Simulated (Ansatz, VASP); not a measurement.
One calculation of PbS, two programs

```
Pb S
1.0
     2.06561    1.19258    3.37706
    -2.06561    1.19258    3.37706
     0.00000   -2.38516    3.37706
Pb S
1 1
Direct
  0.98538 0.98538 0.98538
  0.47022 0.47022 0.47022
```

Alike in both runs: functional LDA; k mesh 4 × 4 × 4; no spin polarisation.

Ansatz relaxed the structure, and its values are those at the end. VASP's run is a single point on that final structure, the one shown.

|  | VASP | Ansatz |
| --- | --- | --- |
| version | VASP 6.6.1 | Ansatz 0.2.0 |
| potentials or method | VASP PAW LDA potentials, release 64 (Pb_d, S), cutoff 500 eV | plane waves, PAW |
| occupations | gaussian, width 0.01 eV | fixed |
| valence electrons in the cell | 20 | 20 |

Ansatz gave:

| Property | Result |
| --- | --- |
| gap on the k mesh at the Fermi level (eV) | 0.27 |
| pressure (GPa) | 0.0 |
| rms of the force components (eV/Å) | 0.001 |

**Question.** What did VASP give for the same quantities?

**Answer.** gap on the k mesh at the Fermi level (eV): 0.26; pressure (GPa): 0.0; rms of the force components (eV/Å): 0.004.

LDA's correlation is that of Perdew and Zunger in VASP and of Perdew and Wang (1992) in Ansatz.

The k mesh is coarse, so the values compare programs but aren't converged. Neither program's run includes spin-orbit coupling.
